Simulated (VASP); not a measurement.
**BiMo: single point with PBEsol**

BiMo:

```xyz
2
Lattice="0.0000 3.0354 3.0354 3.0354 0.0000 3.0354 3.0354 3.0354 0.0000" Properties=species:S:1:pos:R:3 pbc="T T T"
Mo    0.0000    0.0000    0.0000
Bi    1.5177    1.5177    1.5177
```

```
Program                : VASP 6.6.1
Task                   : single point
Functional             : PBEsol
Potentials or basis    : VASP PAW PBE potentials, release 64 (Mo_sv, Bi_d)
Cutoff                 : 520 eV
k mesh                 : 10 × 10 × 10
Occupations            : gaussian, width 0.05 eV
Spin                   : no spin polarisation
Dipole correction      : no
Further INCAR settings : ALGO = Fast; EDIFF = 1e-07; NBANDS = 22
```

* Pressure: 6.5 GPa
* Band gap on the k mesh: zero (an odd number of electrons rules out a gap without spin polarisation)

Levels at points of the mesh, in eV from the Fermi level:
```csv
k point,band 13,band 14,band 15,band 16,band 17,band 18
"(0.00, 0.00, 0.00)",-2.67,-0.11,-0.11,2.83,5.99,5.99
"(0.50, 0.00, 0.00)",-2.34,0.03,0.03,0.27,3.44,3.44
"(0.50, 0.50, 0.00)",-1.43,-0.80,0.05,0.61,0.98,0.98
```

It took 22 s on 1 thread of Intel(R) Xeon(R) 6975P-C (Granite Rapids) (shared host), peak memory 0.21 GiB.

Caveat: the cell stands under pressure; the PAW data sets were made with another functional, which shifts forces and pressure a little; spin-orbit coupling is left out, which moves the levels of the heavy elements.
